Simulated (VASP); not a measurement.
# TeSe3 (Pm-3m) in VASP: single point with r2SCAN

Aim: the single point of TeSe3 with r2SCAN.

All numbers are computed with VASP 6.6.1; they aren't measurements. Logs are shortened: lines on timing, memory, paths and dates and some standing lists are left out, and cuts for length are marked.

## Step 1: The cell of the first run

Symmetry: Pm-3m, No. 221, cubic system. Conventional cell: a = 4.463 Å, b = 4.463 Å, c = 4.463 Å, α = 90.00°, β = 90.00°, γ = 90.00°. Te (site symmetry m-3m) has 12 Se at 3.16 Å within 4.2 Å. Se (site symmetry 4/mmm) has 4 Te at 3.16 Å and 8 Se at 3.16 Å within 4.2 Å.

## Step 2: Single point, r2SCAN

POSCAR reads:

```
TeSe3
1.0
    4.4629819370      0.0000000000      0.0000000000
    0.0000000000      4.4629819370      0.0000000000
    0.0000000000      0.0000000000      4.4629819370
Te Se
1 3
Direct
    0.0000000000      0.0000000000      0.0000000000
    0.0000000000      0.5000000000      0.5000000000
    0.5000000000      0.0000000000      0.5000000000
    0.5000000000      0.5000000000      0.0000000000
```

INCAR.step1 reads:

```
PREC = Accurate ; ENCUT = 520
ISMEAR = 0 ; SIGMA = 0.1
LREAL = False ; LASPH = True
NELM = 80 ; NBANDS = 20
GGA = PE ; ALGO = Normal
EDIFF = 1E-4 ; LWAVE = True
LCHARG = False
```

INCAR.step2 reads:

```
PREC = Accurate ; ENCUT = 520
EDIFF = 1E-7 ; ISMEAR = 0
SIGMA = 0.1 ; LREAL = False
LASPH = True ; NELM = 80
ALGO = Normal ; ISIF = 2
LWAVE = False ; LCHARG = False
METAGGA = R2SCAN ; LMIXTAU = True
NBANDS = 20 ; ISTART = 1
```

KPOINTS reads:

```
Automatic mesh
0
Gamma
  10 10 10
```

Potentials or basis: VASP PAW PBE potentials, release 64 (Te, Se).

On the command line:

```sh
cat potpaw_PBE.64/Te/POTCAR potpaw_PBE.64/Se/POTCAR > POTCAR
cp INCAR.step1 INCAR
mpirun -np 1 vasp_std > vasp.out
cp INCAR.step2 INCAR
mpirun -np 1 vasp_std > vasp.out
```

OUTCAR:

```text
PREC = Accurate
   ENCUT = 520
   EDIFF = 1E-7
   ISMEAR = 0
   LREAL = False
   LASPH = True
   NELM = 80
   ISIF = 2
   METAGGA = R2SCAN
   ISTART = 1

 ion  position               nearest neighbor table
   1  0.000  0.000  0.000-   2 3.16   3 3.16   4 3.16   2 3.16   3 3.16   2 3.16   4 3.16   2 3.16
                             3 3.16   4 3.16   3 3.16   4 3.16
   2  0.000  0.500  0.500-   1 3.16   1 3.16   1 3.16   1 3.16
   3  0.500  0.000  0.500-   1 3.16   1 3.16   1 3.16   1 3.16
   4  0.500  0.500  0.000-   1 3.16   1 3.16   1 3.16   1 3.16

  LATTYP: Found a simple cubic cell.
 ALAT       =     4.4629819370

  Lattice vectors:

 A1 = (   4.4629819370,   0.0000000000,   0.0000000000)
 A2 = (   0.0000000000,   4.4629819370,   0.0000000000)
 A3 = (   0.0000000000,   0.0000000000,   4.4629819370)

Analysis of symmetry for initial positions (statically):
=====================================================================
 Subroutine PRICEL returns:
 Original cell was already a primitive cell.

 Routine SETGRP: Setting up the symmetry group for a
 simple cubic supercell.

 Subroutine GETGRP returns: Found 48 space group operations
 (whereof 48 operations were pure point group operations)
 out of a pool of 48 trial point group operations.

The static configuration has the point symmetry O_h .

Analysis of symmetry for dynamics (positions and initial velocities):
=====================================================================
 Subroutine PRICEL returns:
 Original cell was already a primitive cell.

 Routine SETGRP: Setting up the symmetry group for a
 simple cubic supercell.

 Subroutine GETGRP returns: Found 48 space group operations
 (whereof 48 operations were pure point group operations)
 out of a pool of 48 trial point group operations.

The dynamic configuration has the point symmetry O_h .

 Subroutine INISYM returns: Found 48 space group operations
 (whereof 48 operations are pure point group operations),
 and found     1 'primitive' translations

----------------------------------------------------------------------------------------

                                     Primitive cell

  volume of cell :      88.8946

  direct lattice vectors                    reciprocal lattice vectors
     4.462981937  0.000000000  0.000000000     0.224065437  0.000000000  0.000000000
     0.000000000  4.462981937  0.000000000     0.000000000  0.224065437  0.000000000
     0.000000000  0.000000000  4.462981937     0.000000000  0.000000000  0.224065437

  length of vectors
     4.462981937  4.462981937  4.462981937     0.224065437  0.224065437  0.224065437

  position of ions in fractional coordinates (direct lattice)
     0.000000000  0.000000000  0.000000000
     0.000000000  0.500000000  0.500000000
     0.500000000  0.000000000  0.500000000
     0.500000000  0.500000000  0.000000000

  ion indices of the primitive-cell ions
   primitive index   ion index
                 1           1
                 2           2
                 3           3
                 4           4

----------------------------------------------------------------------------------------

 KPOINTS: Automatic mesh

Automatic generation of k-mesh.
 Grid dimensions read from file:
 generate k-points for:   10   10   10

 Generating k-lattice:

  Cartesian coordinates                     Fractional coordinates (reciprocal lattice)
     0.022406544  0.000000000  0.000000000     0.100000000  0.000000000  0.000000000
     0.000000000  0.022406544  0.000000000     0.000000000  0.100000000  0.000000000
     0.000000000  0.000000000  0.022406544     0.000000000  0.000000000  0.100000000

  Length of vectors
     0.022406544  0.022406544  0.022406544

  Shift w.r.t. Gamma in fractional coordinates (k-lattice)
     0.000000000  0.000000000  0.000000000

 Subroutine IBZKPT returns following result:
 ===========================================

 Found     56 irreducible k-points:

 Following reciprocal coordinates:
            Coordinates               Weight
  0.000000  0.000000  0.000000      1.000000
  0.100000  0.000000  0.000000      6.000000
  0.200000  0.000000  0.000000      6.000000
  0.300000  0.000000  0.000000      6.000000
  0.400000  0.000000  0.000000      6.000000
  0.500000  0.000000  0.000000      3.000000
[... 16 lines left out ...]
  0.200000  0.100000  0.100000     24.000000
  0.300000  0.100000  0.100000     24.000000
 [... further k-points ...]
   k-points           NKPTS =     56   k-points in BZ     NKDIM =     56   number of bands    NBANDS=     20
   number of dos      NEDOS =    301   number of ions     NIONS =      4
   total plane-waves  NPLWV =  46656
   dimension x,y,z NGX =    36 NGY =   36 NGZ =   36
   dimension x,y,z NGXF=    72 NGYF=   72 NGZF=   72
   ions per type =               1   3
   NGX,Y,Z   is equivalent  to a cutoff of  13.41, 13.41, 13.41 a.u.
   NGXF,Y,Z  is equivalent  to a cutoff of  26.82, 26.82, 26.82 a.u.
 SYSTEM =  unknown system
   PREC   = accura    normal or accurate (medium, high low for compatibility)
   ISTART =      1    job   : 0-new  1-cont  2-samecut
   ICHARG =      0    charge: 1-file 2-atom 10-const
   ISPIN  =      1    spin polarized calculation?
   LNONCOLLINEAR =      F non collinear calculations
   LSORBIT =      F    spin-orbit coupling
   LASPH  =      T    aspherical Exc in radial PAW
   ENCUT  =  520.0 eV  38.22 Ry    6.18 a.u.   8.30  8.30  8.30*2*pi/ulx,y,z
   NELM   =     80;   NELMIN=  2; NELMDL=  0     # of ELM steps
   EDIFF  = 0.1E-06   stopping-criterion for ELM
   LREAL  =      F    real-space projection
   EDIFFG = 0.1E-05   stopping-criterion for IOM
   NSW    =      0    number of steps for IOM
   IBRION =     -1    ionic relax: 0-MD 1-quasi-New 2-CG
   NFREE  =      0    steps in history (QN), initial steepest desc. (CG)
   ISIF   =      2    stress and relaxation
   ISYM   =      2    0-nonsym 1-usesym 2-fastsym
   POTIM  = 0.5000    time-step for ionic-motion
   TEBEG  =    0.0;   TEEND  =   0.0 temperature during run
   PSTRESS=    0.0 pullay stress
   NELECT =      24.0000    total number of electrons
   NUPDOWN=      -1.0000    fix difference up-down
   EMIN   =  10.00;   EMAX   =-10.00  energy-range for DOS
   EFERMI =   0.00;   METHOD = LEGACY
   ISMEAR =     0;   SIGMA  =   0.10  broadening in eV -4-tet -1-fermi 0-gaus
   EFERMI_NEDOS =   21; number of points for ismear=-14 and -15
   IALGO  =     38    algorithm
   IMIX   =      4    mixing-type and parameters
     AMIX     =   0.40;   BMIX     =  1.00
     AMIX_MAG =   1.60;   BMIX_MAG =  1.00
  volume/ion in A,a.u.               =      22.22       149.97
  Fermi-wavevector in a.u.,A,eV,Ry     =   1.058084  1.999489 15.232288  1.119542
  Thomas-Fermi vector in A             =   2.193380
   LORBIT       =      0    0 simple, 1 ext, 2 COOP (PROOUT), +10 PAW based schemes
   METAGGA = R2SCAN    functional components
   LHFCALC =     F    Hartree Fock is set to
   AEXX    =    0.0000 exact exchange contribution
   IVDW    =     0    specifies the selected vdW correction
   LEPSILON=     F    determine dielectric tensor
   LRPA    =     F    only Hartree local field effects (RPA)
 non-spin polarized calculation
 Gauss-broadening in eV      SIGMA  =   0.10
  energy-cutoff  :      520.00
  volume of cell :       88.89
 maximum number of plane-waves:      2440
 NGX is ok and might be reduce to    36
   NGX = 17   NGY = 17   NGZ = 17

 number of electron      23.9999998 magnetization

 Free energy of the ion-electron system (eV)
  ---------------------------------------------------
  ext. energy  EPLUGINS =         0.00000000
  ---------------------------------------------------
  free energy    TOTEN  =       -65.30096557 eV

  energy without entropy =      -65.28374058  energy(sigma->0) =      -65.29235308

 E-fermi :   5.9897     XC(G=0): -10.9737

 val. band max:        5.9701598514   @ k =   0.3000   0.2000   0.1000
 cond. band min:       6.0012965256   @ k =   0.3000   0.3000   0.0000
 fundamental gap:      0.0311366742
 Fermi energy:         5.9896666575

 k-point     1 :       0.0000    0.0000    0.0000
  band No.  band energies     occupation
      1     -10.1059      2.00000
      2      -6.1238      2.00000
      3      -6.1238      2.00000
      4      -4.2733      2.00000
      5       0.1245      2.00000
      6       0.1245      2.00000
[... 12 lines left out ...]
     19      12.0232      0.00000
     20      12.0540      0.00000

 k-point     2 :       0.1000    0.0000    0.0000
  band No.  band energies     occupation
      1     -10.0405      2.00000
      2      -6.2582      2.00000
      3      -6.1145      2.00000
      4      -4.3741      2.00000
      5       0.1985      2.00000
      6       0.1985      2.00000
[... 12 lines left out ...]
     19      12.1247      0.00000
     20      12.3094      0.00000

 k-point     3 :       0.2000    0.0000    0.0000
  band No.  band energies     occupation
      1      -9.8457      2.00000
      2      -6.6579      2.00000
      3      -6.0898      2.00000
      4      -4.5372      2.00000
      5       0.4193      2.00000
      6       0.4193      2.00000
[... 12 lines left out ...]
     19      12.3366      0.00000
     20      13.1523      0.00000

 k-point     4 :       0.3000    0.0000    0.0000
  band No.  band energies     occupation
      1      -9.5262      2.00000
      2      -7.2458      2.00000
      3      -6.0588      2.00000
      4      -4.6274      2.00000
      5       0.7831      2.00000
      6       0.7831      2.00000
[... 429 lines left out ...]
 k-point    23 :       0.2000    0.1000    0.1000
  band No.  band energies     occupation
      1      -9.7181      2.00000
      2      -6.6385      2.00000
      3      -6.2584      2.00000
      4      -4.7470      2.00000
      5       0.6456      2.00000
      6       0.7343      2.00000
[... 12 lines left out ...]
     19      12.7493      0.00000
     20      13.3677      0.00000

 k-point    24 :       0.3000    0.1000    0.1000
  band No.  band energies     occupation
      1      -9.4028      2.00000
      2      -7.1822      2.00000
      3      -6.2172      2.00000
      4      -4.8381      2.00000
      5       0.8742      2.00000
      6       0.9903      2.00000
[... 12 lines left out ...]
     19      13.6471      0.00000
     20      13.8944      0.00000

 [... further k-points ...]

------------------------ aborting loop because EDIFF is reached ----------------------------------------

  FORCE on cell =-STRESS in cart. coord.  units (eV):
  Direction    XX          YY          ZZ          XY          YZ          ZX
  --------------------------------------------------------------------------------------
  -------------------------------------------------------------------------------------
  Total       -0.0640079     -0.0640079     -0.0640079      0.0000000      0.0000000     -0.0000000
  in kB       -1.1536367     -1.1536367     -1.1536367      0.0000000      0.0000000     -0.0000000
  external PRESSURE =      -1.1536367 kB  Pullay stress =       0.0000000 kB

 VOLUME and BASIS-vectors are now :
 -----------------------------------------------------------------------------
  energy-cutoff  :      520.00
  volume of cell :       88.89
      direct lattice vectors                 reciprocal lattice vectors
     4.462981937  0.000000000  0.000000000     0.224065437  0.000000000  0.000000000
     0.000000000  4.462981937  0.000000000     0.000000000  0.224065437  0.000000000
     0.000000000  0.000000000  4.462981937     0.000000000  0.000000000  0.224065437

 POSITION                                       TOTAL-FORCE (eV/Angst)
 -----------------------------------------------------------------------------------
      0.00000      0.00000      0.00000         0.000000      0.000000      0.000000
      0.00000      2.23149      2.23149         0.000000      0.000000      0.000000
      2.23149      0.00000      2.23149         0.000000      0.000000      0.000000
      2.23149      2.23149      0.00000         0.000000      0.000000      0.000000
 -----------------------------------------------------------------------------------
    total drift:                                0.000000      0.000000      0.000000

  FREE ENERGIE OF THE ION-ELECTRON SYSTEM (eV)
  ---------------------------------------------------
  free  energy   TOTEN  =       -65.3009655740 eV

  energy  without entropy=      -65.2837405835  energy(sigma->0) =      -65.29235308
```

Run time: 3.9 min. Hardware: 1 thread of Intel Xeon Platinum 8488C (Sapphire Rapids), shared host; peak memory 0.27 GiB.

What came out:

```yaml
Free_energy: -65.3010 eV
Pressure: -0.1 GPa
Band_gap_on_the_k_mesh: zero (bands 12 and 13 overlap by 2.10 eV)
```

Caveat: the PAW data sets were made with another functional, which shifts forces and pressure a little; spin-orbit coupling is left out, which moves the levels of the heavy elements.
